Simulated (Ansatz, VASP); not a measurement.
# Two plane-wave programs on Cd3SnS4

INCAR

```
PREC     = Accurate       # precision mode
ENCUT    = 520            # plane-wave cutoff, eV
EDIFF    = 1E-6           # SCF threshold, eV
ISMEAR   = 0              # smearing method
SIGMA    = 0.2            # smearing width, eV
LREAL    = F              # projectors in reciprocal space
LASPH    = T              # aspherical terms in the spheres
NELM     = 80             # most SCF steps
ALGO     = Normal         # electronic algorithm
ISIF     = 2              # what is computed and relaxed
LWAVE    = F              # write WAVECAR
LCHARG   = T              # write CHGCAR
GGA      = PE             # functional
LELF     = T              # ELF
LVHAR    = T            
NBANDS   = 47             # bands
```

KPOINTS

```
Automatic mesh
0
Gamma
  4 4 4
```

Contents of POSCAR:

```
Cd3SnS4
1.0
    5.6034752187      0.0000000000      0.0000000000
    0.0000000000      5.6034752187      0.0000000000
   -2.8017376094     -2.8017376094      5.5380987914
Cd Sn S
3 1 4
Direct
    0.5000000000      0.5000000000      1.0000000000
    0.2500000000      0.7500000000      0.5000000000
    0.7500000000      0.2500000000      0.5000000000
    0.0000000000      0.0000000000      0.0000000000
    0.5000000000      0.0000000000      0.0000000000
    0.0000000000      0.5000000000      0.0000000000
    0.2583230414      0.2583230414      0.5166460828
    0.7416769586      0.7416769586      0.4833539172
```

Input for Ansatz:

```yaml
crystal:
  lattice:
    - [5.6034752187, 0.0, 0.0]
    - [0.0, 5.6034752187, 0.0]
    - [-2.8017376094, -2.8017376094, 5.5380987914]
  atoms:
    - { symbol: Cd, position: [0.5, 0.5, 1.0] }
    - { symbol: Cd, position: [0.25, 0.75, 0.5] }
    - { symbol: Cd, position: [0.75, 0.25, 0.5] }
    - { symbol: Sn, position: [0.0, 0.0, 0.0] }
    - { symbol: S, position: [0.5, 0.0, 0.0] }
    - { symbol: S, position: [0.0, 0.5, 0.0] }
    - { symbol: S, position: [0.2583230414, 0.2583230414, 0.5166460828] }
    - { symbol: S, position: [0.7416769586, 0.7416769586, 0.4833539172] }
basis:
  ecutwfc: 420
kpoints:
  mp_grid: { grid: [4, 4, 4] }
hamiltonian:
  xc: pbe
scf:
  occupations: { method: gaussian, width: 0.2 }
  lower_state_search: "off"
output:
  forces: true
  stress: true
  eigenvalues: true
```

Alike in both runs: task single point; functional PBE; k mesh 4 × 4 × 4; occupations gaussian, width 0.2 eV; no spin polarisation.

|  | VASP | Ansatz |
| --- | --- | --- |
| version | VASP 6.6.1 | Ansatz 0.2.0 |
| potentials or method | VASP PAW PBE potentials, release 64 (Cd, Sn_d, S), cutoff 520 eV | scalar-relativistic, plane waves, PAW |
| valence electrons in the cell | 74 | 98 |

|  | VASP | Ansatz | Ansatz less VASP |
| --- | --- | --- | --- |
| gap on the k mesh at the Fermi level (eV) | none | none | - |
| pressure (GPa) | 0.4 | 0.1 | -0.21 |
| traceless stress, the component that is largest in VASP (GPa) | -0.13 | -0.17 | -0.036 |
| rms of the force components (eV/Å) | 0.012 | 0.006 | -0.0063 |

Atom by atom the forces differ by 0.006 eV/Å (rms over components). A gap of «none» marks a metal or a gap that the smearing closes. VASP's potentials hold 74 valence electrons a cell and Ansatz's 98, so a difference there can come from the potentials and not from the codes.
